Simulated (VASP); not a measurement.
The system is CuI.

```
CELL_PARAMETERS angstrom
4.37554 0.00000 0.00000
-2.18777 3.78933 0.00000
0.00000 0.00000 6.86354
ATOMIC_POSITIONS crystal
Cu 0.33333 0.66667 0.25000
Cu 0.66667 0.33333 0.75000
I 0.66667 0.33333 0.25000
I 0.33333 0.66667 0.75000
```

This cell differs from its parent crystal: uniaxial z strain -5.4%.

Base run:

- Program: VASP 6.6.1
- Functional: r2SCAN
- Potentials or basis: VASP PAW PBE potentials, release 64 (Cu, I)
- Cutoff: 660 eV
- k mesh: 6 × 6 × 4
- Occupations: gaussian, width 0.01 eV
- Spin: no spin polarisation

Its results: band gap on the k mesh 1.49 eV; pressure 0.7 GPa.

**Question.** The run is repeated on the same cell with these changes: functional from r2SCAN to PBE; cutoff from 660 eV to 600 eV; occupations from gaussian, width 0.01 eV to fermi-dirac, width 0.02 eV. What comes out?

**Answer.** Band gap on the k mesh 1.11 eV; pressure 1.8 GPa.

Caveats: spin-orbit coupling is left out, which moves the levels of the heavy elements; the PAW data sets were made with another functional, which shifts forces and pressure a little (at least some runs).

A k mesh can miss the band edges.
